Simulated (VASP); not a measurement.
A run of VASP 6.6.1:

Contents of INCAR:

```
PREC     = Accurate       # precision mode
ENCUT    = 520            # plane-wave cutoff, eV
EDIFF    = 1E-6           # SCF threshold, eV
ISMEAR   = -1             # smearing method
SIGMA    = 0.05           # smearing width, eV
LREAL    = False          # projectors in reciprocal space
LASPH    = True           # aspherical terms in the spheres
NELM     = 150            # most SCF steps
ALGO     = Normal         # electronic algorithm
ISIF     = 2              # what is computed and relaxed
LWAVE    = False          # write WAVECAR
LCHARG   = False          # write CHGCAR
ISPIN    = 2              # spin polarisation
MAGMOM   = 1 1 1 1 0 0 0.6 0.6 0 0 # initial moments
LORBIT   = 11             # projections on sites
LMAXMIX  = 4              # l up to which the mixer works
GGA      = RE             # functional
NBANDS   = 72             # bands
```

The input KPOINTS:

```
regular mesh
0
Gamma
  8 8 1
```

The input POSCAR:

```
NiMoIrPdW
1.0
    2.7778647217      0.0000000000      0.0000000000
   -1.3889323608      2.4057014172      0.0000000000
    0.0000000000      0.0000000000     22.0223927942
Ni Mo Pd Ir W
2 2 2 2 2
Direct
    0.3333333333      0.6666666667      0.0450676696
    0.6666666667      0.3333333333      0.9555974223
    0.6666666667      0.3333333333      0.3418413165
    0.6666666667      0.3333333333      0.7631448799
    0.3333333333      0.6666666667      0.4472378211
    0.3333333333      0.6666666667      0.6570436670
    0.3333333333      0.6666666667      0.2400158942
    0.3333333333      0.6666666667      0.8605199922
    0.6666666667      0.3333333333      0.1373533241
    0.6666666667      0.3333333333      0.5521780131
```

Potentials or basis: VASP PAW PBE potentials, release 64 (Ni, Mo_sv, Pd, Ir, W_sv).

Command:

```sh
$ cat potpaw_PBE.64/Ni/POTCAR potpaw_PBE.64/Mo_sv/POTCAR potpaw_PBE.64/Pd/POTCAR potpaw_PBE.64/Ir/POTCAR potpaw_PBE.64/W_sv/POTCAR > POTCAR
$ mpirun -np 1 vasp_std > vasp.out
```

Hardware: 1 thread of AMD EPYC 7R43 64-Core Processor (Zen 3), on a shared host.

**Question.** How long does it take, and how much memory?

**Answer.** Run time: 21 min on 1 thread of AMD EPYC 7R43 64-Core Processor (Zen 3), with other jobs on the host, peak memory 0.43 GiB. Counts: scf iterations 35, k points 10.
